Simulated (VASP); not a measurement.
Input of a VASP 6.6.1 run:

Contents of INCAR:

```
SYSTEM = LaScN2
PREC = Accurate ; ENCUT = 520
EDIFF = 1E-6 ; ISMEAR = -1
SIGMA = 0.02 ; LREAL = .FALSE.
LASPH = .TRUE. ; NELM = 80
ALGO = Normal ; ISIF = 2
LWAVE = .FALSE. ; LCHARG = .TRUE.
GGA = PE ; LELF = .TRUE.
LVHAR = .TRUE. ; NBANDS = 24
```

KPOINTS

```
Automatic mesh
0
G
  6 6 4
  0 0 0
```

POSCAR

```
LaScN2
1.0
    3.6055119157      0.0000000000      0.0000000000
    0.0000000000      3.6055119157      0.0000000000
    0.0000000000      0.0000000000      5.0513965202
Sc N La
1 2 1
Direct
    0.0000000000      0.0000000000      0.0000000000
    0.0000000000      0.0000000000      0.5000000000
    0.5000000000      0.5000000000      0.0000000000
    0.5000000000      0.5000000000      0.5000000000
```

Potentials or basis: VASP PAW PBE potentials, release 64 (Sc_sv, N, La).

Launch:

```console
$ cat potpaw_PBE.64/Sc_sv/POTCAR potpaw_PBE.64/N/POTCAR potpaw_PBE.64/La/POTCAR > POTCAR
$ mpirun -np 1 vasp_std > vasp.out
```

Question: Estimate the band gap on the k mesh.

Answer: Zero (band 16 reaches 6.40 eV, above the bottom of band 17 at 6.26 eV).

Question: Predict the pressure.

Answer: -7.5 GPa.

Stress tensor (GPa, compression positive):
```
-7.33  0.00  0.00
 0.00 -7.33  0.00
 0.00  0.00 -7.72
```

Caveat: spin-orbit coupling is left out, which moves the levels of the heavy elements.
